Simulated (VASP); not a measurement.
# KTaO3 (Pm-3m) in VASP: notebook, part 2 of 2

VASP 6.6.1. The steps go on from the part before.

### Step 3. Relaxation of cell and atoms, BLYP+D4

This run uses another cell than the first one, of 12.69 Å³/atom, 0.943 times its volume.

Contents of INCAR:

```
PREC = Accurate
ENCUT = 600
EDIFF = 1E-6
ISMEAR = -1
SIGMA = 0.05
LREAL = False
LASPH = True
NELM = 80
ALGO = Normal
ISIF = 3
LWAVE = False
LCHARG = False
GGA = B5
ALDAX = 1.0
AGGAX = 1.0
AGGAC = 1.0
ALDAC = 0.0
IVDW = 13
VDW_S6 = 1.0
VDW_S8 = 2.34076671
VDW_A1 = 0.44488865
VDW_A2 = 4.0933009
IBRION = 2
NSW = 60
EDIFFG = -0.01
```

Contents of KPOINTS:

```
regular mesh
0
Gamma
  7 7 7
```

Contents of POSCAR:

```
KTaO3
1.0
    3.9883000000      0.0000000000      0.0000000000
    0.0000000000      3.9883000000      0.0000000000
    0.0000000000      0.0000000000      3.9883000000
Ta K O
1 1 3
Direct
    0.0000000000      0.0000000000      0.0000000000
    0.5000000000      0.5000000000      0.5000000000
    0.0000000000      0.0000000000      0.5000000000
    0.0000000000      0.5000000000      0.0000000000
    0.5000000000      0.0000000000      0.0000000000
```

Potentials or basis: VASP PAW PBE potentials, release 64 (Ta_pv, K_sv, O).

Command:

```console
$ cat potpaw_PBE.64/Ta_pv/POTCAR potpaw_PBE.64/K_sv/POTCAR potpaw_PBE.64/O/POTCAR > POTCAR
$ mpirun -np 1 vasp_std > vasp.out
```

OUTCAR:

```text
PREC = Accurate
   ENCUT = 600
   EDIFF = 1E-6
   ISMEAR = -1
   LREAL = False
   LASPH = True
   NELM = 80
   ISIF = 3
   GGA = B5
   IVDW = 13
   IBRION = 2
   NSW = 60
   EDIFFG = -0.01

 ion  position               nearest neighbor table
   1  0.000  0.000  0.000-   3 1.99   4 1.99   5 1.99   3 1.99   4 1.99   5 1.99   2 3.45   2 3.45
                             2 3.45   2 3.45   2 3.45   2 3.45   2 3.45   2 3.45
   2  0.500  0.500  0.500-   3 2.82   4 2.82   5 2.82   4 2.82   5 2.82   3 2.82   5 2.82   5 2.82
                             3 2.82   4 2.82   4 2.82   3 2.82   1 3.45   1 3.45   1 3.45   1 3.45
   3  0.000  0.000  0.500-   1 1.99   1 1.99   2 2.82   2 2.82   2 2.82   2 2.82
   4  0.000  0.500  0.000-   1 1.99   1 1.99   2 2.82   2 2.82   2 2.82   2 2.82
   5  0.500  0.000  0.000-   1 1.99   1 1.99   2 2.82   2 2.82   2 2.82   2 2.82

  LATTYP: Found a simple cubic cell.
 ALAT       =     3.9883000000

  Lattice vectors:

 A1 = (   3.9883000000,   0.0000000000,   0.0000000000)
 A2 = (   0.0000000000,   3.9883000000,   0.0000000000)
 A3 = (   0.0000000000,   0.0000000000,   3.9883000000)

Analysis of symmetry for initial positions (statically):
=====================================================================
 Subroutine PRICEL returns:
 Original cell was already a primitive cell.

 Routine SETGRP: Setting up the symmetry group for a
 simple cubic supercell.

 Subroutine GETGRP returns: Found 48 space group operations
 (whereof 48 operations were pure point group operations)
 out of a pool of 48 trial point group operations.

The static configuration has the point symmetry O_h .

Analysis of symmetry for dynamics (positions and initial velocities):
=====================================================================
 Subroutine PRICEL returns:
 Original cell was already a primitive cell.

 Routine SETGRP: Setting up the symmetry group for a
 simple cubic supercell.

 Subroutine GETGRP returns: Found 48 space group operations
 (whereof 48 operations were pure point group operations)
 out of a pool of 48 trial point group operations.

The dynamic configuration has the point symmetry O_h .

 Subroutine INISYM returns: Found 48 space group operations
 (whereof 48 operations are pure point group operations),
 and found     1 'primitive' translations

----------------------------------------------------------------------------------------

                                     Primitive cell

  volume of cell :      63.4400

  direct lattice vectors                    reciprocal lattice vectors
     3.988300000  0.000000000  0.000000000     0.250733395  0.000000000  0.000000000
     0.000000000  3.988300000  0.000000000     0.000000000  0.250733395  0.000000000
     0.000000000  0.000000000  3.988300000     0.000000000  0.000000000  0.250733395

  length of vectors
     3.988300000  3.988300000  3.988300000     0.250733395  0.250733395  0.250733395

  position of ions in fractional coordinates (direct lattice)
     0.000000000  0.000000000  0.000000000
     0.500000000  0.500000000  0.500000000
     0.000000000  0.000000000  0.500000000
     0.000000000  0.500000000  0.000000000
     0.500000000  0.000000000  0.000000000

  ion indices of the primitive-cell ions
   primitive index   ion index
                 1           1
                 2           2
                 3           3
                 4           4
                 5           5

----------------------------------------------------------------------------------------

 KPOINTS: regular mesh

Automatic generation of k-mesh.
 Grid dimensions read from file:
 generate k-points for:    7    7    7

 Generating k-lattice:

  Cartesian coordinates                     Fractional coordinates (reciprocal lattice)
     0.035819056  0.000000000  0.000000000     0.142857143  0.000000000  0.000000000
     0.000000000  0.035819056  0.000000000     0.000000000  0.142857143  0.000000000
     0.000000000  0.000000000  0.035819056     0.000000000  0.000000000  0.142857143

  Length of vectors
     0.035819056  0.035819056  0.035819056

  Shift w.r.t. Gamma in fractional coordinates (k-lattice)
     0.000000000  0.000000000  0.000000000

 Subroutine IBZKPT returns following result:
 ===========================================

 Found     20 irreducible k-points:

 Following reciprocal coordinates:
            Coordinates               Weight
  0.000000  0.000000  0.000000      1.000000
  0.142857  0.000000  0.000000      6.000000
  0.285714  0.000000  0.000000      6.000000
  0.428571  0.000000  0.000000      6.000000
  0.142857  0.142857  0.000000     12.000000
  0.285714  0.142857  0.000000     24.000000
[... 12 lines left out ...]
  0.428571  0.428571  0.285714     24.000000
  0.428571  0.428571  0.428571      8.000000
   k-points           NKPTS =     20   k-points in BZ     NKDIM =     20   number of bands    NBANDS=     23
   number of dos      NEDOS =    301   number of ions     NIONS =      5
   total plane-waves  NPLWV =  32768
   dimension x,y,z NGX =    32 NGY =   32 NGZ =   32
   dimension x,y,z NGXF=    64 NGYF=   64 NGZF=   64
   ions per type =               1   1   3
   NGX,Y,Z   is equivalent  to a cutoff of  13.34, 13.34, 13.34 a.u.
   NGXF,Y,Z  is equivalent  to a cutoff of  26.68, 26.68, 26.68 a.u.
 SYSTEM =  unknown system
   PREC   = accura    normal or accurate (medium, high low for compatibility)
   ISTART =      0    job   : 0-new  1-cont  2-samecut
   ICHARG =      2    charge: 1-file 2-atom 10-const
   ISPIN  =      1    spin polarized calculation?
   LNONCOLLINEAR =      F non collinear calculations
   LSORBIT =      F    spin-orbit coupling
   LASPH  =      T    aspherical Exc in radial PAW
   ENCUT  =  600.0 eV  44.10 Ry    6.64 a.u.   7.97  7.97  7.97*2*pi/ulx,y,z
   NELM   =     80;   NELMIN=  2; NELMDL= -5     # of ELM steps
   EDIFF  = 0.1E-05   stopping-criterion for ELM
   LREAL  =      F    real-space projection
   EDIFFG = -.1E-01   stopping-criterion for IOM
   NSW    =     60    number of steps for IOM
   IBRION =      2    ionic relax: 0-MD 1-quasi-New 2-CG
   NFREE  =      1    steps in history (QN), initial steepest desc. (CG)
   ISIF   =      3    stress and relaxation
   ISYM   =      2    0-nonsym 1-usesym 2-fastsym
   POTIM  = 0.5000    time-step for ionic-motion
   TEBEG  =    0.0;   TEEND  =   0.0 temperature during run
   PSTRESS=    0.0 pullay stress
   NELECT =      38.0000    total number of electrons
   NUPDOWN=      -1.0000    fix difference up-down
   EMIN   =  10.00;   EMAX   =-10.00  energy-range for DOS
   EFERMI =   0.00;   METHOD = LEGACY
   ISMEAR =    -1;   SIGMA  =   0.05  broadening in eV -4-tet -1-fermi 0-gaus
   EFERMI_NEDOS =   21; number of points for ismear=-14 and -15
   IALGO  =     38    algorithm
   IMIX   =      4    mixing-type and parameters
     AMIX     =   0.40;   BMIX     =  1.00
     AMIX_MAG =   1.60;   BMIX_MAG =  1.00
  volume/ion in A,a.u.               =      12.69        85.62
  Fermi-wavevector in a.u.,A,eV,Ry     =   1.380008  2.607837 25.911228  1.904422
  Thomas-Fermi vector in A             =   2.504925
   LORBIT       =      0    0 simple, 1 ext, 2 COOP (PROOUT), +10 PAW based schemes
   GGA     = B5    functional components
   LHFCALC =     F    Hartree Fock is set to
   AEXX    =    0.0000 exact exchange contribution
   IVDW    =    13    specifies the selected vdW correction
   LEPSILON=     F    determine dielectric tensor
   LRPA    =     F    only Hartree local field effects (RPA)
 conjugate gradient relaxation of ions
 non-spin polarized calculation
  energy-cutoff  :      600.00
  volume of cell :       63.44
 maximum number of plane-waves:      2146
 NGX is ok and might be reduce to    32
   NGX = 15   NGY = 15   NGZ = 15

--------------------------------------- Ionic step        1  -------------------------------------------

 number of electron      37.9999990 magnetization

 Free energy of the ion-electron system (eV)
  ---------------------------------------------------
  ext. energy  EPLUGINS =         0.00000000
  ---------------------------------------------------
  free energy    TOTEN  =       -39.16737929 eV

  energy without entropy =      -39.16737929  energy(sigma->0) =      -39.16737929

------------------------ aborting loop because EDIFF is reached ----------------------------------------

  DFT-D4 for vdW energy calculation

  Edisp (eV):   -1.46695

  FORCE on cell =-STRESS in cart. coord.  units (eV):
  Direction    XX          YY          ZZ          XY          YZ          ZX
  --------------------------------------------------------------------------------------
  -------------------------------------------------------------------------------------
  Total       2.96333     2.96333     2.96333     0.00000    -0.00000     0.00000
  in kB      74.83886    74.83886    74.83886     0.00000    -0.00000     0.00000
  external pressure =       74.84 kB  Pullay stress =        0.00 kB
[... 67 lines left out ...]
  energy  without entropy=      -40.6065511710  energy(sigma->0) =      -40.60655117

--------------------------------------- Ionic step        3  -------------------------------------------

 number of electron      38.0000013 magnetization

 Free energy of the ion-electron system (eV)
  ---------------------------------------------------
  ext. energy  EPLUGINS =         0.00000000
  ---------------------------------------------------
  free energy    TOTEN  =       -39.27940118 eV

  energy without entropy =      -39.27940118  energy(sigma->0) =      -39.27940118

 E-fermi :   2.8960     XC(G=0): -10.2511

 val. band max:        1.8105489193   @ k =   0.4286   0.4286   0.4286
 cond. band min:       3.9999344387   @ k =   0.0000   0.0000   0.0000
 fundamental gap:      2.1893855194
 Fermi energy:         2.8959748479

 k-point     1 :       0.0000    0.0000    0.0000
  band No.  band energies     occupation
      1     -32.2824      2.00000
      2     -32.2824      2.00000
      3     -32.2824      2.00000
      4     -25.4981      2.00000
      5     -15.4311      2.00000
      6     -14.7539      2.00000
[... 545 lines left out ...]
  FREE ENERGIE OF THE ION-ELECTRON SYSTEM (eV)
  ---------------------------------------------------
  free  energy   TOTEN  =       -40.6885682489 eV

  energy  without entropy=      -40.6885682487  energy(sigma->0) =      -40.68856825

 reached required accuracy - stopping structural energy minimisation
```

Run time: 2.5 min. Hardware: 1 thread of AMD EPYC 7R43 (Zen 3), shared host; peak memory 0.16 GiB.

What came out:

- Free energy: -40.6886 eV
- Relaxed volume: 13.17 Å³/atom
- Relaxed cell: a = 4.039 Å, b = 4.039 Å, c = 4.039 Å, α = 90.00°, β = 90.00°, γ = 90.00°
- Space group after relaxing (to 0.05 Å): Pm-3m (No. 221)
- Energy gained by relaxing: 10.8 meV/atom
- Ionic steps: 3
- Pressure after relaxing: -0.1 GPa
- Band gap on the k mesh: 2.19 eV, indirect (least direct gap 2.76 eV)
- Dispersion energy per atom: -0.282 eV

The path:
| step | energy change (eV) | largest force (eV/Å) | pressure (GPa) | volume (Å³) |
| --- | --- | --- | --- | --- |
| 1 | 0.0000 | 0.0000 | 7.48 | 63.44 |
| 2 | 0.0278 | 0.0000 | -7.88 | 69.04 |
| 3 | -0.0542 | 0.0000 | -0.09 | 65.87 |

Final structure:
```cif
data_structure
_symmetry_space_group_name_H-M 'P 1'
_symmetry_Int_Tables_number 1
_cell_length_a 4.0386
_cell_length_b 4.0386
_cell_length_c 4.0386
_cell_angle_alpha 90.000
_cell_angle_beta 90.000
_cell_angle_gamma 90.000
_cell_volume 65.87
loop_
_atom_site_label
_atom_site_type_symbol
_atom_site_fract_x
_atom_site_fract_y
_atom_site_fract_z
_atom_site_occupancy
Ta1 Ta 0.00000 0.00000 0.00000 1
K1 K 0.50000 0.50000 0.50000 1
O1 O 0.00000 0.00000 0.50000 1
O2 O 0.00000 0.50000 0.00000 1
O3 O 0.50000 0.00000 0.00000 1
```

Caveat: the PAW data sets were made with another functional, which shifts forces and pressure a little; spin-orbit coupling is left out, which moves the levels of the heavy elements. Zero-point motion and thermal expansion aren't in these numbers.

### Step 4. Single point, LDA

This run uses another cell than the first one, of 12.69 Å³/atom, 0.943 times its volume.

Contents of INCAR:

```
SYSTEM = KTaO3
PREC = Accurate
ENCUT = 520
EDIFF = 1E-7
ISMEAR = -1
SIGMA = 0.05
LREAL = .False.
LASPH = .True.
NELM = 80
ALGO = Normal
ISIF = 2
LWAVE = .False.
LCHARG = .False.
NBANDS = 27
```

Contents of KPOINTS:

```
regular mesh
0
Gamma
  7 7 7
  0 0 0
```

POSCAR is that of step 3.

Potentials or basis: VASP PAW LDA potentials, release 64 (Ta_pv, K_sv, O).

Command:

```console
$ cat potpaw_LDA.64/Ta_pv/POTCAR potpaw_LDA.64/K_sv/POTCAR potpaw_LDA.64/O/POTCAR > POTCAR
$ mpirun -np 1 vasp_std > vasp.out
```

OUTCAR:

```text
SYSTEM = KTaO3
   PREC = Accurate
   ENCUT = 520
   EDIFF = 1E-7
   ISMEAR = -1
   LREAL = .False.
   LASPH = .True.
   NELM = 80
   ISIF = 2

 ion  position               nearest neighbor table
   1  0.000  0.000  0.000-   3 1.99   4 1.99   5 1.99   3 1.99   4 1.99   5 1.99   2 3.45   2 3.45
                             2 3.45   2 3.45   2 3.45   2 3.45   2 3.45   2 3.45
   2  0.500  0.500  0.500-   3 2.82   4 2.82   5 2.82   4 2.82   5 2.82   3 2.82   5 2.82   5 2.82
                             3 2.82   4 2.82   4 2.82   3 2.82   1 3.45   1 3.45   1 3.45   1 3.45
   3  0.000  0.000  0.500-   1 1.99   1 1.99   2 2.82   2 2.82   2 2.82   2 2.82
   4  0.000  0.500  0.000-   1 1.99   1 1.99   2 2.82   2 2.82   2 2.82   2 2.82
[... 799 lines left out ...]
  Total       -1.7571518     -1.7571518     -1.7571518      0.0000000     -0.0000000      0.0000000
  in kB      -44.3768438    -44.3768438    -44.3768438      0.0000000     -0.0000000      0.0000000
  external PRESSURE =     -44.3768438 kB  Pullay stress =       0.0000000 kB

 VOLUME and BASIS-vectors are now :
 -----------------------------------------------------------------------------
  energy-cutoff  :      520.00
  volume of cell :       63.44
      direct lattice vectors                 reciprocal lattice vectors
     3.988300000  0.000000000  0.000000000     0.250733395  0.000000000  0.000000000
     0.000000000  3.988300000  0.000000000     0.000000000  0.250733395  0.000000000
     0.000000000  0.000000000  3.988300000     0.000000000  0.000000000  0.250733395

 POSITION                                       TOTAL-FORCE (eV/Angst)
 -----------------------------------------------------------------------------------
      0.00000      0.00000      0.00000         0.000000      0.000000      0.000000
      1.99415      1.99415      1.99415         0.000000      0.000000      0.000000
      0.00000      0.00000      1.99415         0.000000      0.000000      0.000000
      0.00000      1.99415      0.00000         0.000000      0.000000      0.000000
      1.99415      0.00000      0.00000         0.000000      0.000000      0.000000
 -----------------------------------------------------------------------------------
    total drift:                                0.000000     -0.000000      0.000000

  FREE ENERGIE OF THE ION-ELECTRON SYSTEM (eV)
  ---------------------------------------------------
  free  energy   TOTEN  =       -45.0415029124 eV

  energy  without entropy=      -45.0415029122  energy(sigma->0) =      -45.04150291
```

stdout:

```text
POSCAR found type information on POSCAR TaK O
 POSCAR found :  3 types and       5 ions
 scaLAPACK will be used
 LDA part: xc-table for (Slater(with rela. corr.)+CA(PZ))
 , standard interpolation
 POSCAR, INCAR and KPOINTS ok, starting setup
 FFT: planning ... GRIDC
 FFT: planning ... GRID_SOFT
 FFT: planning ... GRID
 WAVECAR not read
 entering main loop
```

It took 15 s on 1 thread of Intel Xeon 6975P-C (Granite Rapids), shared host; peak memory 0.17 GiB.

Results:

```yaml
Free_energy: -45.0415 eV
Pressure: -4.4 GPa
Band_gap_on_the_k_mesh: 2.08 eV, indirect (least direct gap 2.65 eV)
```

Caveat: spin-orbit coupling is left out, which moves the levels of the heavy elements.

### Step 5. The runs side by side

```tsv
task	level	potentials or basis	cell	cutoff (eV)	gap on the mesh (eV)	pressure (GPa)
single point	PBEsol+D4	VASP PAW PBE potentials, release 64 (Ta_pv, K_sv, O)	a = 4.067 Å, 5 atoms	520	2.02	-11.2
relaxation of cell and atoms	BLYP+D4	VASP PAW PBE potentials, release 64 (Ta_pv, K_sv, O)	relaxed from a = 3.988 Å, 5 atoms	600	2.19	-0.1
single point	LDA	VASP PAW LDA potentials, release 64 (Ta_pv, K_sv, O)	a = 3.988 Å, 5 atoms	520	2.08	-4.4
```

Alike in all rows: no spin polarisation; k mesh 7 × 7 × 7; smearing fermi-dirac 0.05 eV.

Caveats: spin-orbit coupling is left out, which moves the levels of the heavy elements; the PAW data sets were made with another functional, which shifts forces and pressure a little (some runs).

Total energies depend on the potentials used, so only differences within one code and one set of settings carry meaning.
